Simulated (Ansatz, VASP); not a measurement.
Two plane-wave programs on Bi

```
Bi
1.0
     0.00000    2.57342    2.57342
     2.57342    0.00000    2.57342
     2.57342    2.57342    0.00000
Bi
1
Direct
  0.00000 0.00000 0.00000
```

Alike in both runs: task single point; functional RPBE; k mesh 12 × 12 × 12; occupations fermi-dirac, width 0.1 eV; no spin polarisation.

```csv
,VASP,Ansatz
version,VASP 6.6.1,Ansatz 0.2.0
potentials or method,"VASP PAW PBE potentials, release 64 (Bi_d), cutoff 520 eV","plane waves (420 eV) with PAW, scalar-relativistic"
valence electrons in the cell,15,15
```

|  | VASP | Ansatz | Ansatz less VASP |
| --- | --- | --- | --- |
| pressure (GPa) | -1.9 | -1.9 | +0.06 |

VASP's potentials were made for PBE, not for RPBE. With one functional, cell and mesh, what is left measures potentials, basis and numerics.

Spin-orbit coupling is off throughout.
